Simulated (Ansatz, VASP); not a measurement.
# One calculation of Cd2P, two programs

```
Cd P
1.0
     0.00000    3.28123    3.28123
     3.28123    0.00000    3.28123
     3.28123    3.28123    0.00000
Cd P
2 1
Direct
  0.25000 0.25000 0.25000
  0.75000 0.75000 0.75000
  0.50000 0.50000 0.50000
```

Alike in both runs: functional PBE; k mesh 12 × 12 × 12; occupations gaussian, width 0.1 eV; no spin polarisation.

Ansatz relaxed the structure, and its values are those at the end. VASP's run is a single point on that final structure, the one shown.

|  | VASP | Ansatz |
| --- | --- | --- |
| version | VASP 6.6.1 | Ansatz 0.2.0 |
| potentials or method | VASP PAW PBE potentials, release 64 (Cd, P), cutoff 520 eV | scalar-relativistic, plane waves, PAW |
| valence electrons in the cell | 29 | 45 |

```csv
,VASP,Ansatz,Ansatz less VASP
gap on the k mesh at the Fermi level (eV),none,none,-
pressure (GPa),0.3,0.0,-0.27
```

A gap of «none» marks a metal or a gap that the smearing closes. With one functional, cell and mesh, what is left measures potentials, basis and numerics. VASP's potentials hold 29 valence electrons a cell and Ansatz's 45, so a difference there can come from the potentials and not from the codes.
